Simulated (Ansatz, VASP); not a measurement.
Cd in VASP and in Ansatz

```
Cd
1.0
     2.98382    0.00000    0.00000
    -1.49191    2.58406    0.00000
     0.00000    0.00000    9.48156
Cd
4
Direct
  0.00000 0.00000 0.00000
  0.00000 0.00000 0.50000
  0.33333 0.66667 0.25000
  0.66667 0.33333 0.75000
```

Alike in both runs: task single point; functional LDA; k mesh 13 × 13 × 4; occupations fermi-dirac, width 0.1 eV; no spin polarisation.

|  | VASP | Ansatz |
| --- | --- | --- |
| version | VASP 6.6.1 | Ansatz 0.2.0 |
| potentials or method | VASP PAW LDA potentials, release 64 (Cd), cutoff 520 eV | plane waves (420 eV) with PAW, scalar-relativistic |
| valence electrons in the cell | 48 | 80 |

|  | VASP | Ansatz | Ansatz less VASP |
| --- | --- | --- | --- |
| pressure (GPa) | 8.4 | 7.4 | -0.96 |
| traceless stress, the component that is largest in VASP (GPa) | 0.42 | 0.37 | -0.048 |

Ansatz warns that its potentials were made for another functional, while VASP's fit it. LDA's correlation is that of Perdew and Zunger in VASP and of Perdew and Wang (1992) in Ansatz. VASP's potentials hold 48 valence electrons a cell and Ansatz's 80, so a difference there can come from the potentials and not from the codes.
